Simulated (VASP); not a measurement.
# Ru (Im-3m) in VASP: further runs

Runs on Ru. Level: BLYP. Tasks: relaxation of cell and atoms, single point.

Program: VASP 6.6.1. These are calculated values, not measurements. Logs are shortened: lines on timing, memory, paths and dates and some standing lists are left out, and cuts for length are marked.

## Step 1: The cell of the first run

Symmetry: Im-3m, No. 229, cubic system. Conventional cell: a = 3.004 Å, b = 3.004 Å, c = 3.004 Å, α = 90.00°, β = 90.00°, γ = 90.00°. Ru (site symmetry m-3m) has 14 Ru at 2.60 to 3.00 Å within 3.4 Å.

## Step 2: Relaxation of cell and atoms, BLYP

The input, INCAR:

```
SYSTEM = Ru
PREC = Accurate
ENCUT = 600
EDIFF = 1E-7
ISMEAR = -1
SIGMA = 0.1
LREAL = .FALSE.
LASPH = .TRUE.
NELM = 80
ALGO = Normal
ISIF = 3
LWAVE = .FALSE.
LCHARG = .FALSE.
GGA = B5
ALDAX = 1.0
AGGAX = 1.0
AGGAC = 1.0
ALDAC = 0.0
IBRION = 2
NSW = 80
EDIFFG = -0.01
```

The input, KPOINTS:

```
Automatic mesh
0
G
  15 15 15
  0 0 0
```

The input, POSCAR:

```
Ru
1.0
   -1.5020265709      1.5020265709      1.5020265709
    1.5020265709     -1.5020265709      1.5020265709
    1.5020265709      1.5020265709     -1.5020265709
Ru
1
Direct
    0.0000000000      0.0000000000      0.0000000000
```

Potentials or basis: VASP PAW PBE potentials, release 64 (Ru_pv).

On the command line:

```sh
$ cat potpaw_PBE.64/Ru_pv/POTCAR > POTCAR
$ mpirun -np 1 vasp_std > vasp.out
```

OUTCAR:

```text
SYSTEM = Ru
   PREC = Accurate
   ENCUT = 600
   EDIFF = 1E-7
   ISMEAR = -1
   LREAL = .FALSE.
   LASPH = .TRUE.
   NELM = 80
   ISIF = 3
   GGA = B5
   IBRION = 2
   NSW = 80
   EDIFFG = -0.01

 ion  position               nearest neighbor table
   1  0.000  0.000  0.000-

  LATTYP: Found a body centered cubic cell.
 ALAT       =     3.0040531418

  Lattice vectors:

 A1 = (  -1.5020265709,   1.5020265709,   1.5020265709)
 A2 = (   1.5020265709,  -1.5020265709,   1.5020265709)
 A3 = (   1.5020265709,   1.5020265709,  -1.5020265709)

Analysis of symmetry for initial positions (statically):
=====================================================================
 Subroutine PRICEL returns:
 Original cell was already a primitive cell.

 Routine SETGRP: Setting up the symmetry group for a
 body centered cubic supercell.

 Subroutine GETGRP returns: Found 48 space group operations
 (whereof 48 operations were pure point group operations)
 out of a pool of 48 trial point group operations.

The static configuration has the point symmetry O_h .

Analysis of symmetry for dynamics (positions and initial velocities):
=====================================================================
 Subroutine PRICEL returns:
 Original cell was already a primitive cell.

 Routine SETGRP: Setting up the symmetry group for a
 body centered cubic supercell.

 Subroutine GETGRP returns: Found 48 space group operations
 (whereof 48 operations were pure point group operations)
 out of a pool of 48 trial point group operations.

The dynamic configuration has the point symmetry O_h .

 Subroutine INISYM returns: Found 48 space group operations
 (whereof 48 operations are pure point group operations),
 and found     1 'primitive' translations

----------------------------------------------------------------------------------------

                                     Primitive cell

  volume of cell :      13.5548

  direct lattice vectors                    reciprocal lattice vectors
    -1.502026571  1.502026571  1.502026571     0.000000000  0.332883592  0.332883592
     1.502026571 -1.502026571  1.502026571     0.332883592  0.000000000  0.332883592
     1.502026571  1.502026571 -1.502026571     0.332883592  0.332883592  0.000000000

  length of vectors
     2.601586335  2.601586335  2.601586335     0.470768490  0.470768490  0.470768490

  position of ions in fractional coordinates (direct lattice)
     0.000000000  0.000000000  0.000000000

  ion indices of the primitive-cell ions
   primitive index   ion index
                 1           1

----------------------------------------------------------------------------------------

 KPOINTS: Automatic mesh

Automatic generation of k-mesh.
 Grid dimensions read from file:
 generate k-points for:   15   15   15

 Generating k-lattice:

  Cartesian coordinates                     Fractional coordinates (reciprocal lattice)
     0.000000000  0.022192239  0.022192239     0.066666667  0.000000000  0.000000000
     0.022192239  0.000000000  0.022192239     0.000000000  0.066666667  0.000000000
     0.022192239  0.022192239  0.000000000     0.000000000  0.000000000  0.066666667

  Length of vectors
     0.031384566  0.031384566  0.031384566

  Shift w.r.t. Gamma in fractional coordinates (k-lattice)
     0.000000000  0.000000000  0.000000000

 Subroutine IBZKPT returns following result:
 ===========================================

 Found    120 irreducible k-points:

 Following reciprocal coordinates:
            Coordinates               Weight
  0.000000  0.000000  0.000000      1.000000
  0.066667  0.000000  0.000000     12.000000
  0.133333  0.000000  0.000000     12.000000
  0.200000  0.000000  0.000000     12.000000
  0.266667  0.000000  0.000000     12.000000
  0.333333  0.000000  0.000000     12.000000
[... 16 lines left out ...]
  0.333333  0.200000  0.000000     48.000000
  0.400000  0.200000  0.000000     24.000000
 [... further k-points ...]
   k-points           NKPTS =    120   k-points in BZ     NKDIM =    120   number of bands    NBANDS=     11
   number of dos      NEDOS =    301   number of ions     NIONS =      1
   total plane-waves  NPLWV =  13824
   dimension x,y,z NGX =    24 NGY =   24 NGZ =   24
   dimension x,y,z NGXF=    48 NGYF=   48 NGZF=   48
   ions per type =               1
   NGX,Y,Z   is equivalent  to a cutoff of  15.34, 15.34, 15.34 a.u.
   NGXF,Y,Z  is equivalent  to a cutoff of  30.67, 30.67, 30.67 a.u.
 SYSTEM =  Ru
   PREC   = accura    normal or accurate (medium, high low for compatibility)
   ISTART =      0    job   : 0-new  1-cont  2-samecut
   ICHARG =      2    charge: 1-file 2-atom 10-const
   ISPIN  =      1    spin polarized calculation?
   LNONCOLLINEAR =      F non collinear calculations
   LSORBIT =      F    spin-orbit coupling
   LASPH  =      T    aspherical Exc in radial PAW
   ENCUT  =  600.0 eV  44.10 Ry    6.64 a.u.   5.20  5.20  5.20*2*pi/ulx,y,z
   NELM   =     80;   NELMIN=  2; NELMDL= -5     # of ELM steps
   EDIFF  = 0.1E-06   stopping-criterion for ELM
   LREAL  =      F    real-space projection
   EDIFFG = -.1E-01   stopping-criterion for IOM
   NSW    =     80    number of steps for IOM
   IBRION =      2    ionic relax: 0-MD 1-quasi-New 2-CG
   NFREE  =      1    steps in history (QN), initial steepest desc. (CG)
   ISIF   =      3    stress and relaxation
   ISYM   =      2    0-nonsym 1-usesym 2-fastsym
   POTIM  = 0.5000    time-step for ionic-motion
   TEBEG  =    0.0;   TEEND  =   0.0 temperature during run
   PSTRESS=    0.0 pullay stress
   NELECT =      14.0000    total number of electrons
   NUPDOWN=      -1.0000    fix difference up-down
   EMIN   =  10.00;   EMAX   =-10.00  energy-range for DOS
   EFERMI =   0.00;   METHOD = LEGACY
   ISMEAR =    -1;   SIGMA  =   0.10  broadening in eV -4-tet -1-fermi 0-gaus
   EFERMI_NEDOS =   21; number of points for ismear=-14 and -15
   IALGO  =     38    algorithm
   IMIX   =      4    mixing-type and parameters
     AMIX     =   0.40;   BMIX     =  1.00
     AMIX_MAG =   1.60;   BMIX_MAG =  1.00
  volume/ion in A,a.u.               =      13.55        91.47
  Fermi-wavevector in a.u.,A,eV,Ry     =   1.654829  3.127174 37.259015  2.738460
  Thomas-Fermi vector in A             =   2.743030
   LORBIT       =      0    0 simple, 1 ext, 2 COOP (PROOUT), +10 PAW based schemes
   GGA     = B5    functional components
   LHFCALC =     F    Hartree Fock is set to
   AEXX    =    0.0000 exact exchange contribution
   IVDW    =     0    specifies the selected vdW correction
   LEPSILON=     F    determine dielectric tensor
   LRPA    =     F    only Hartree local field effects (RPA)
 conjugate gradient relaxation of ions
 non-spin polarized calculation
  energy-cutoff  :      600.00
  volume of cell :       13.55
 maximum number of plane-waves:       466
 NGX is ok and might be reduce to    24
   NGX = 11   NGY = 11   NGZ = 11

--------------------------------------- Ionic step        1  -------------------------------------------

 number of electron      13.9999999 magnetization

 Free energy of the ion-electron system (eV)
  ---------------------------------------------------
  ext. energy  EPLUGINS =         0.00000000
  ---------------------------------------------------
  free energy    TOTEN  =        -7.25584703 eV

  energy without entropy =       -7.19452955  energy(sigma->0) =       -7.22518829

------------------------ aborting loop because EDIFF is reached ----------------------------------------

  FORCE on cell =-STRESS in cart. coord.  units (eV):
  Direction    XX          YY          ZZ          XY          YZ          ZX
  --------------------------------------------------------------------------------------
  -------------------------------------------------------------------------------------
  Total        2.6088071      2.6088071      2.6088071     -0.0000000     -0.0000000      0.0000000
  in kB      308.3611931    308.3611931    308.3611931     -0.0000000     -0.0000000      0.0000000
  external PRESSURE =     308.3611931 kB  Pullay stress =       0.0000000 kB
[... 20 lines left out ...]
  energy  without entropy=       -7.1945295484  energy(sigma->0) =       -7.22518829

--------------------------------------- Ionic step        2  -------------------------------------------

 number of electron      14.0000004 magnetization

 E-fermi :   7.9560     XC(G=0): -11.4020

 val. band max:        7.9545596229   @ k =   0.0667   0.0667   0.0000
 cond. band min:       7.9697728478   @ k =  -0.4667   0.4667   0.3333
 fundamental gap:      0.0152132249
 Fermi energy:         7.9559917589

 k-point     1 :       0.0000    0.0000    0.0000
  band No.  band energies     occupation
      1     -34.2062      2.00000
      2     -34.2062      2.00000
      3     -34.2062      2.00000
      4       2.1093      2.00000
      5       6.2144      2.00000
      6       6.2144      2.00000
      7       6.2144      2.00000
      8       7.9343      1.10812
      9       7.9343      1.10812
     10      18.7158      0.00000
     11      24.7402      0.00000
[... 424 lines left out ...]
  energy  without entropy=       -7.3085121189  energy(sigma->0) =       -7.34498207

--------------------------------------- Ionic step        5  -------------------------------------------

 number of electron      14.0000001 magnetization

 Free energy of the ion-electron system (eV)
  ---------------------------------------------------
  ext. energy  EPLUGINS =         0.00000000
  ---------------------------------------------------
  free energy    TOTEN  =        -7.38147701 eV

  energy without entropy =       -7.30878941  energy(sigma->0) =       -7.34513321

 E-fermi :  11.7727     XC(G=0): -12.8505

 val. band max:       11.7726259578   @ k =   0.2000   0.0000   0.0000
 cond. band min:      11.7788890387   @ k =  -0.2667   0.3333   0.2000
 fundamental gap:      0.0062630810
 Fermi energy:        11.7726933867

 k-point     1 :       0.0000    0.0000    0.0000
  band No.  band energies     occupation
      1     -30.5886      2.00000
      2     -30.5886      2.00000
      3     -30.5886      2.00000
      4       4.4503      2.00000
      5       9.2310      2.00000
      6       9.2310      2.00000
      7       9.2310      2.00000
      8      11.7055      1.32376
      9      11.7055      1.32376
     10      22.1141      0.00000
     11      29.1138      0.00000
[... 350 lines left out ...]
  FREE ENERGIE OF THE ION-ELECTRON SYSTEM (eV)
  ---------------------------------------------------
  free  energy   TOTEN  =        -7.3814770078 eV

  energy  without entropy=       -7.3087894136  energy(sigma->0) =       -7.34513321

 reached required accuracy - stopping structural energy minimisation
```

Run time: 2.5 min. Hardware: 1 thread of Intel Xeon 8259CL, shared host; peak memory 0.16 GiB.

What came out:

- Free energy: -7.3815 eV
- Relaxed volume: 14.99 Å³/atom
- Relaxed cell: a = 2.690 Å, b = 2.690 Å, c = 2.690 Å, α = 109.47°, β = 109.47°, γ = 109.47°
- Space group after relaxing (to 0.05 Å): Im-3m (No. 229)
- Energy gained by relaxing: 125.6 meV/atom
- Ionic steps: 5
- Pressure after relaxing: 0.1 GPa
- Band gap on the k mesh: zero (band 7 reaches 13.24 eV, above the bottom of band 8 at 10.38 eV)

Step by step:
```
step  energy change (eV)  largest force (eV/Å)  pressure (GPa)  volume (Å³)
   1              0.0000                0.0000           30.84        13.55
   2              0.4272                0.0000          -31.29        19.34
   3             -0.1245                0.0000           -2.36        15.15
   4             -0.1256                0.0000           -0.37        15.02
   5             -0.1256                0.0000            0.10        14.99
```

Final structure:
```
Ru
1.0
    -1.55331    1.55331    1.55331
     1.55331   -1.55331    1.55331
     1.55331    1.55331   -1.55331
Ru
1
Direct
  0.00000 0.00000 0.00000
```

Levels at points of the mesh, in eV from the Fermi level:
| k point | band 4 | band 5 | band 6 | band 7 | band 8 | band 9 | band 10 | band 11 |
| --- | --- | --- | --- | --- | --- | --- | --- | --- |
| (0.00, 0.00, 0.00) | -7.32 | -2.54 | -2.54 | -2.54 | -0.07 | -0.07 | 10.34 | 17.34 |

Caveat: the PAW data sets were made with another functional, which shifts forces and pressure a little.

## Step 3: Single point, BLYP

This run uses another cell than the first one, of 14.96 Å³/atom, 1.104 times its volume.

The input, INCAR:

```
SYSTEM = Ru
AGGAC = 1.0
AGGAX = 1.0
ALDAC = 0.0
ALDAX = 1.0
ALGO = Normal
EDIFF = 1E-7
ENCUT = 520
GGA = B5
ISIF = 2
ISMEAR = -1
LASPH = .True.
LCHARG = .False.
LREAL = .False.
LWAVE = .False.
NBANDS = 13
NELM = 60
PREC = Accurate
SIGMA = 0.1
```

The input, KPOINTS:

```
k-points
0
Gamma
  23 23 23
  0 0 0
```

The input, POSCAR:

```
Ru
1.0
   -1.5523900818      1.5523900818      1.5523900818
    1.5523900818     -1.5523900818      1.5523900818
    1.5523900818      1.5523900818     -1.5523900818
Ru
1
Direct
    0.0000000000      0.0000000000      0.0000000000
```

Potentials or basis: VASP PAW PBE potentials, release 64 (Ru_pv).

On the command line:

```sh
$ cat potpaw_PBE.64/Ru_pv/POTCAR > POTCAR
$ mpirun -np 1 vasp_std > vasp.out
```

Run time: 81 s. Hardware: 1 thread of Intel Xeon 8259CL, shared host; peak memory 0.18 GiB.

It converged, with:

* Free energy: -7.3813 eV
* Pressure: 0.6 GPa
* Band gap on the k mesh: zero (band 7 reaches 13.36 eV, above the bottom of band 8 at 10.21 eV)

Levels at points of the mesh, in eV from the Fermi level:
```tsv
k point	band 4	band 5	band 6	band 7	band 8	band 9	band 10	band 11
(0.00, 0.00, 0.00)	-7.34	-2.55	-2.55	-2.55	-0.07	-0.07	10.34	17.34
```

Caveat: the PAW data sets were made with another functional, which shifts forces and pressure a little.
